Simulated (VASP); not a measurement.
# Al (Im-3m) in VASP: settings compared, part 2 of 2

VASP 6.6.1. The steps go on from the part before.

## 3. Single point, r2SCAN

This run uses another cell than the first one, of 16.24 Å³/atom, 0.893 times its volume.

Input file POSCAR:

```
Al
1.0
   -1.5953822109      1.5953822109      1.5953822109
    1.5953822109     -1.5953822109      1.5953822109
    1.5953822109      1.5953822109     -1.5953822109
Al
1
Direct
    0.0000000000      0.0000000000      0.0000000000
```

Input file INCAR.step1:

```
SYSTEM = Al
PREC = Accurate
ENCUT = 520
ISMEAR = -1
SIGMA = 0.1
LREAL = .FALSE.
LASPH = .TRUE.
NELM = 80
NBANDS = 8
GGA = PE
ALGO = Normal
EDIFF = 1E-4
LWAVE = .TRUE.
LCHARG = .FALSE.
```

Input file INCAR.step2:

```
SYSTEM = Al
PREC = Accurate
ENCUT = 520
EDIFF = 1E-6
ISMEAR = -1
SIGMA = 0.1
LREAL = .FALSE.
LASPH = .TRUE.
NELM = 80
ALGO = Normal
ISIF = 2
LWAVE = .FALSE.
LCHARG = .FALSE.
METAGGA = R2SCAN
LMIXTAU = .TRUE.
NBANDS = 8
ISTART = 1
```

Input file KPOINTS:

```
Automatic mesh
0
G
  23 23 23
  0 0 0
```

Potentials or basis: VASP PAW PBE potentials, release 64 (Al).

Started as:

```
cat potpaw_PBE.64/Al/POTCAR > POTCAR
cp INCAR.step1 INCAR
mpirun -np 1 vasp_std > vasp.out
cp INCAR.step2 INCAR
mpirun -np 1 vasp_std > vasp.out
```

OUTCAR:

```text
SYSTEM = Al
   PREC = Accurate
   ENCUT = 520
   EDIFF = 1E-6
   ISMEAR = -1
   LREAL = .FALSE.
   LASPH = .TRUE.
   NELM = 80
   ISIF = 2
   METAGGA = R2SCAN
   ISTART = 1

 ion  position               nearest neighbor table
   1  0.000  0.000  0.000-

  LATTYP: Found a body centered cubic cell.
 ALAT       =     3.1907644218

  Lattice vectors:

 A1 = (  -1.5953822109,   1.5953822109,   1.5953822109)
 A2 = (   1.5953822109,  -1.5953822109,   1.5953822109)
 A3 = (   1.5953822109,   1.5953822109,  -1.5953822109)

Analysis of symmetry for initial positions (statically):
=====================================================================
 Subroutine PRICEL returns:
 Original cell was already a primitive cell.

 Routine SETGRP: Setting up the symmetry group for a
 body centered cubic supercell.

 Subroutine GETGRP returns: Found 48 space group operations
 (whereof 48 operations were pure point group operations)
 out of a pool of 48 trial point group operations.

The static configuration has the point symmetry O_h .

Analysis of symmetry for dynamics (positions and initial velocities):
=====================================================================
 Subroutine PRICEL returns:
 Original cell was already a primitive cell.

 Routine SETGRP: Setting up the symmetry group for a
 body centered cubic supercell.

 Subroutine GETGRP returns: Found 48 space group operations
 (whereof 48 operations were pure point group operations)
 out of a pool of 48 trial point group operations.

The dynamic configuration has the point symmetry O_h .

 Subroutine INISYM returns: Found 48 space group operations
 (whereof 48 operations are pure point group operations),
 and found     1 'primitive' translations

----------------------------------------------------------------------------------------
[... 104 lines left out ...]
   EMIN   =  10.00;   EMAX   =-10.00  energy-range for DOS
   EFERMI =   0.00;   METHOD = LEGACY
   ISMEAR =    -1;   SIGMA  =   0.10  broadening in eV -4-tet -1-fermi 0-gaus
   EFERMI_NEDOS =   21; number of points for ismear=-14 and -15
   IALGO  =     38    algorithm
   IMIX   =      4    mixing-type and parameters
     AMIX     =   0.40;   BMIX     =  1.00
     AMIX_MAG =   1.60;   BMIX_MAG =  1.00
  volume/ion in A,a.u.               =      16.24       109.61
  Fermi-wavevector in a.u.,A,eV,Ry     =   0.932318  1.761825 11.826401  0.869216
  Thomas-Fermi vector in A             =   2.058903
   LORBIT       =      0    0 simple, 1 ext, 2 COOP (PROOUT), +10 PAW based schemes
   METAGGA = R2SCAN    functional components
   LHFCALC =     F    Hartree Fock is set to
   AEXX    =    0.0000 exact exchange contribution
   IVDW    =     0    specifies the selected vdW correction
   LEPSILON=     F    determine dielectric tensor
   LRPA    =     F    only Hartree local field effects (RPA)
 non-spin polarized calculation
  energy-cutoff  :      520.00
  volume of cell :       16.24
 maximum number of plane-waves:       456
 NGX is ok and might be reduce to    24
   NGX = 11   NGY = 11   NGZ = 11

 number of electron       3.0000000 magnetization

 Free energy of the ion-electron system (eV)
  ---------------------------------------------------
  ext. energy  EPLUGINS =         0.00000000
  ---------------------------------------------------
  free energy    TOTEN  =        -6.63131676 eV

  energy without entropy =       -6.61874386  energy(sigma->0) =       -6.62503031

 E-fermi :   8.2101     XC(G=0): -10.9808

 val. band max:        8.2052284690   @ k =  -0.4348   0.4783   0.3043
 cond. band min:       8.2188771984   @ k =  -0.3043   0.4783   0.0435
 fundamental gap:      0.0136487294
 Fermi energy:         8.2100710095

 k-point     1 :       0.0000    0.0000    0.0000
  band No.  band energies     occupation
      1      -3.7753      2.00000
      2      22.3303      0.00000
      3      22.3303      0.00000
      4      22.3303      0.00000
      5      24.3585      0.00000
      6      24.3585      0.00000
      7      24.3585      0.00000
      8      25.5855      0.00000
[... 243 lines left out ...]
 k-point    24 :       0.0870    0.0870    0.0000
  band No.  band energies     occupation
      1      -3.0749      2.00000
      2      18.0008      0.00000
      3      18.3284      0.00000
      4      20.3505      0.00000
      5      23.3541      0.00000
      6      23.4490      0.00000
      7      25.7979      0.00000
      8      26.0898      0.00000

 [... further k-points ...]
[... 5 lines left out ...]
  --------------------------------------------------------------------------------------
  -------------------------------------------------------------------------------------
  Total       -0.0481030     -0.0481030     -0.0481030     -0.0000000     -0.0000000     -0.0000000
  in kB       -4.7449166     -4.7449166     -4.7449166     -0.0000000     -0.0000000     -0.0000000
  external PRESSURE =      -4.7449166 kB  Pullay stress =       0.0000000 kB

 VOLUME and BASIS-vectors are now :
 -----------------------------------------------------------------------------
  energy-cutoff  :      520.00
  volume of cell :       16.24
      direct lattice vectors                 reciprocal lattice vectors
    -1.595382211  1.595382211  1.595382211     0.000000000  0.313404522  0.313404522
     1.595382211 -1.595382211  1.595382211     0.313404522  0.000000000  0.313404522
     1.595382211  1.595382211 -1.595382211     0.313404522  0.313404522  0.000000000

 POSITION                                       TOTAL-FORCE (eV/Angst)
 -----------------------------------------------------------------------------------
      0.00000      0.00000      0.00000         0.000000      0.000000      0.000000
 -----------------------------------------------------------------------------------
    total drift:                                0.000000     -0.000000     -0.000000

  FREE ENERGIE OF THE ION-ELECTRON SYSTEM (eV)
  ---------------------------------------------------
  free  energy   TOTEN  =        -6.6313167551 eV

  energy  without entropy=       -6.6187438604  energy(sigma->0) =       -6.62503031
```

OUTCAR.step1:

```text
SYSTEM = Al
   PREC = Accurate
   ENCUT = 520
   ISMEAR = -1
   LREAL = .FALSE.
   LASPH = .TRUE.
[... 481 lines left out ...]
 -----------------------------------------------------------------------------------
      0.00000      0.00000      0.00000         0.000000      0.000000     -0.000000
 -----------------------------------------------------------------------------------
    total drift:                                0.000000      0.000000      0.000000

  FREE ENERGIE OF THE ION-ELECTRON SYSTEM (eV)
  ---------------------------------------------------
  free  energy   TOTEN  =        -3.6513602224 eV

  energy  without entropy=       -3.6379546306  energy(sigma->0) =       -3.64465743
```

Wall time 100 s (1 thread of Intel Xeon Platinum 8259CL at 2.50GHz (Skylake/Cascade Lake), shared host); peak memory 0.16 GiB.

What came out:

```
Free energy : -6.6313 eV
Pressure    : -0.5 GPa
```

Caveat: the PAW data sets were made with another functional, which shifts forces and pressure a little.

## 4. Relaxation of cell and atoms, r2SCAN

This run uses another cell than the first one, of 16.60 Å³/atom, 0.913 times its volume.

Input file POSCAR:

```
Al
1.0
   -1.6070768880      1.6070768880      1.6070768880
    1.6070768880     -1.6070768880      1.6070768880
    1.6070768880      1.6070768880     -1.6070768880
Al
1
Direct
    0.0000000000      0.0000000000      0.0000000000
```

Input file INCAR.step1:

```
  PREC = Accurate
  ENCUT = 600
  ISMEAR = -1
  SIGMA = 0.1
  LREAL = False
  LASPH = True
  NELM = 60
  GGA = PE
  ALGO = Normal
  EDIFF = 1E-4
  LWAVE = True
  LCHARG = False
```

Input file INCAR.step2:

```
  PREC = Accurate
  ENCUT = 600
  EDIFF = 1E-6
  ISMEAR = -1
  SIGMA = 0.1
  LREAL = False
  LASPH = True
  NELM = 60
  ALGO = Normal
  ISIF = 3
  LWAVE = False
  LCHARG = False
  METAGGA = R2SCAN
  LMIXTAU = True
  IBRION = 2
  NSW = 80
  EDIFFG = -0.01
  ISTART = 1
```

Input file KPOINTS:

```
Automatic mesh
0
Gamma
  14 14 14
```

Started as:

```
cat potpaw_PBE.64/Al/POTCAR > POTCAR
cp INCAR.step1 INCAR
mpirun -np 1 vasp_std > vasp.out
cp INCAR.step2 INCAR
mpirun -np 1 vasp_std > vasp.out
```

It took 59 s on 1 thread of Intel Xeon Platinum 8259CL at 2.50GHz (Skylake/Cascade Lake), shared host; peak memory 0.14 GiB.

It converged, with:

```yaml
Free_energy: -6.6333 eV
Relaxed_volume: 16.20 Å³/atom
Relaxed_cell: a = 2.761 Å, b = 2.761 Å, c = 2.761 Å, α = 109.47°, β = 109.47°, γ = 109.47°
Space_group_after_relaxing_to_0.05_Å: Im-3m (No. 229)
Energy_gained_by_relaxing: 2.8 meV/atom
Ionic_steps: 4
Pressure_after_relaxing: -0.1 GPa
```

Step by step:
| step | energy change (eV) | largest force (eV/Å) | pressure (GPa) | volume (Å³) |
| --- | --- | --- | --- | --- |
| 1 | 0.0000 | 0.0000 | -2.02 | 16.60 |
| 2 | -0.0027 | 0.0000 | 0.38 | 16.11 |
| 3 | -0.0028 | 0.0000 | 0.11 | 16.18 |
| 4 | -0.0028 | 0.0000 | -0.06 | 16.20 |

Final structure:
```cif
data_structure
_symmetry_space_group_name_H-M 'P 1'
_symmetry_Int_Tables_number 1
_cell_length_a 2.7607
_cell_length_b 2.7607
_cell_length_c 2.7607
_cell_angle_alpha 109.471
_cell_angle_beta 109.471
_cell_angle_gamma 109.471
_cell_volume 16.20
loop_
_atom_site_label
_atom_site_type_symbol
_atom_site_fract_x
_atom_site_fract_y
_atom_site_fract_z
_atom_site_occupancy
Al1 Al 0.00000 0.00000 0.00000 1
```

Levels at points of the mesh, in eV from the Fermi level:
| k point | band 1 | band 2 | band 3 | band 4 | band 5 |
| --- | --- | --- | --- | --- | --- |
| (0.00, 0.00, 0.00) | -11.99 | 14.16 | 14.16 | 14.16 | 16.21 |
| (0.50, 0.00, 0.00) | -4.78 | -4.02 | 8.73 | 8.98 | 10.77 |
| (0.50, 0.50, 0.50) | 2.04 | 2.04 | 2.04 | 2.94 | 2.94 |

Caveat: the PAW data sets were made with another functional, which shifts forces and pressure a little.

## 5. Single point, r2SCAN

This run uses another cell than the first one, of 16.24 Å³/atom, 0.893 times its volume.

Input file POSCAR:

```
Al
1.0
   -1.5953822109      1.5953822109      1.5953822109
    1.5953822109     -1.5953822109      1.5953822109
    1.5953822109      1.5953822109     -1.5953822109
Al
1
Direct
    0.0000000000      0.0000000000      0.0000000000
```

Input file INCAR.step1:

```
SYSTEM = Al
PREC = Accurate
ENCUT = 550
ISMEAR = -1
SIGMA = 0.1
LREAL = .False.
LASPH = .True.
NELM = 120
NBANDS = 8
GGA = PE
ALGO = Normal
EDIFF = 1E-5
LWAVE = .True.
LCHARG = .False.
GGA_COMPAT = .False.
```

Input file INCAR.step2:

```
SYSTEM = Al
PREC = Accurate
ENCUT = 550
EDIFF = 1E-6
ISMEAR = -1
SIGMA = 0.1
LREAL = .False.
LASPH = .True.
NELM = 120
ALGO = Normal
ISIF = 2
LWAVE = .False.
LCHARG = .False.
METAGGA = R2SCAN
LMIXTAU = .True.
NBANDS = 8
ISTART = 1
GGA_COMPAT = .False.
```

Input file KPOINTS:

```
Automatic mesh
0
Gamma
  7 7 7
  0 0 0
```

Started as:

```
cat potpaw_PBE.64/Al/POTCAR > POTCAR
cp INCAR.step1 INCAR
mpirun -np 1 vasp_std > vasp.out
cp INCAR.step2 INCAR
mpirun -np 1 vasp_std > vasp.out
```

It took 28 s on 1 thread of AMD EPYC 7R13, shared host; peak memory 0.1 GiB.

Results (log left out):

```yaml
Free_energy: -6.6157 eV
Pressure: -1.2 GPa
```

Levels at points of the mesh, in eV from the Fermi level:
```csv
k point,band 1,band 2,band 3,band 4,band 5,band 6
"(0.00, 0.00, 0.00)",-12.08,14.02,14.02,14.02,16.05,16.05
```

Caveat: the k points lie up to 0.40 Å⁻¹ apart; the PAW data sets were made with another functional, which shifts forces and pressure a little.

## 6. Single point, r2SCAN0

This run uses another cell than the first one, of 16.24 Å³/atom, 0.893 times its volume.

POSCAR is that of step 5.

Input file INCAR.step1:

```
ALGO = Normal
EDIFF = 1E-5
ENCUT = 440
GGA = PE
GGA_COMPAT = F
ISIF = 2
ISMEAR = -1
LASPH = T
LCHARG = F
LREAL = F
LWAVE = T
NBANDS = 8
NELM = 120
PREC = Accurate
SIGMA = 0.1
```

Input file INCAR.step2:

```
AEXX = 0.25
ALGO = Normal
EDIFF = 1E-6
ENCUT = 440
GGA_COMPAT = F
ISIF = 2
ISMEAR = -1
ISTART = 1
LASPH = T
LCHARG = F
LHFCALC = T
LMIXTAU = T
LREAL = F
LWAVE = F
METAGGA = R2SCAN
NBANDS = 8
NELM = 120
PREC = Accurate
PRECFOCK = Normal
SIGMA = 0.1
```

Input file KPOINTS:

```
k-points
0
Gamma
  7 7 7
```

Potentials or basis: VASP PAW PBE potentials, release 64 (Al).

Started as:

```
cat potpaw_PBE.64/Al/POTCAR > POTCAR
cp INCAR.step1 INCAR
mpirun -np 1 vasp_std > vasp.out
cp INCAR.step2 INCAR
mpirun -np 1 vasp_std > vasp.out
```

It took 8.5 min on 1 thread of AMD EPYC 7R13, shared host; peak memory 0.1 GiB.

The run converged. Its results:

```
Free energy : -6.5527 eV
Pressure    : -0.2 GPa
```

Levels at points of the mesh, in eV from the Fermi level:
```csv
k point,band 1,band 2,band 3,band 4,band 5,band 6
"(0.00, 0.00, 0.00)",-13.87,15.19,15.19,15.19,17.01,17.01
```

Caveat: the k points lie up to 0.40 Å⁻¹ apart; the PAW data sets were made with another functional, which shifts forces and pressure a little.

## 7. Summary

```tsv
task	level	cell	k mesh	cutoff (eV)	grid for exact exchange (PRECFOCK)	gap on the mesh (eV)	pressure (GPa)
single point	r2SCAN	a = 2.870 Å, angles 109.5°, 1 atom	16 × 16 × 16	520	-	none	-7.6
single point	r2SCAN	a = 2.763 Å, angles 109.5°, 1 atom	23 × 23 × 23	520	-	none	-0.5
relaxation of cell and atoms	r2SCAN	relaxed from a = 2.784 Å, angles 109.5°, 1 atom	14 × 14 × 14	600	-	none	-0.1
single point	r2SCAN	a = 2.763 Å, angles 109.5°, 1 atom	7 × 7 × 7	550	-	none	-1.2
single point	r2SCAN0	a = 2.763 Å, angles 109.5°, 1 atom	7 × 7 × 7	440	Normal	none	-0.2
```

Alike in all rows: potentials or basis VASP PAW PBE potentials, release 64 (Al); no spin polarisation; smearing fermi-dirac 0.1 eV.

Caveats: some runs use coarse meshes; the PAW data sets were made with another functional, which shifts forces and pressure a little.

Absolute energies hang on the potentials; compare differences alone.
